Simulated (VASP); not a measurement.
**BN (Qingsongite): single point with PBE**

Crystal: BN (Qingsongite).

```
CELL_PARAMETERS angstrom
0.00000 1.73210 1.73210
1.73210 0.00000 1.73210
1.73210 1.73210 0.00000
ATOMIC_POSITIONS crystal
B 0.00000 0.00000 0.00000
N 0.25000 0.25000 0.25000
```

```
Program                : VASP 6.6.1
Task                   : single point
Functional             : PBE
Potentials or basis    : VASP PAW PBE potentials, release 64 (B, N)
Cutoff                 : 520 eV
k mesh                 : 10 × 10 × 10
Occupations            : gaussian, width 0.01 eV
Spin                   : no spin polarisation
Dipole correction      : no
Further INCAR settings : ALGO = Normal; EDIFF = 1e-06; NBANDS = 11
```

```
Pressure               : 65.4 GPa
Band gap on the k mesh : 4.58 eV, indirect (least direct gap 9.43 eV)
```

Levels at points of the mesh, in eV from the valence-band top:
| k point | band 1 | band 2 | band 3 | band 4 | band 5 | band 6 | band 7 | band 8 | band 9 |
| --- | --- | --- | --- | --- | --- | --- | --- | --- | --- |
| (0.00, 0.00, 0.00) | -21.76 | 0.00 | 0.00 | 0.00 | 9.43 | 9.43 | 9.43 | 12.51 | 27.24 |
| (0.50, 0.00, 0.00) | -16.91 | -11.93 | -2.20 | -2.20 | 11.41 | 11.41 | 11.88 | 16.57 | 25.42 |
| (0.50, 0.50, 0.00) | -15.36 | -9.80 | -5.57 | -5.57 | 4.58 | 9.94 | 19.97 | 19.97 | 23.11 |

Run time: 12 s on 1 thread of AMD EPYC 7R13 (shared host), peak memory 0.08 GiB.

A k mesh can miss the band edges. PBE gaps usually lie below the measured ones, often by a third to a half.
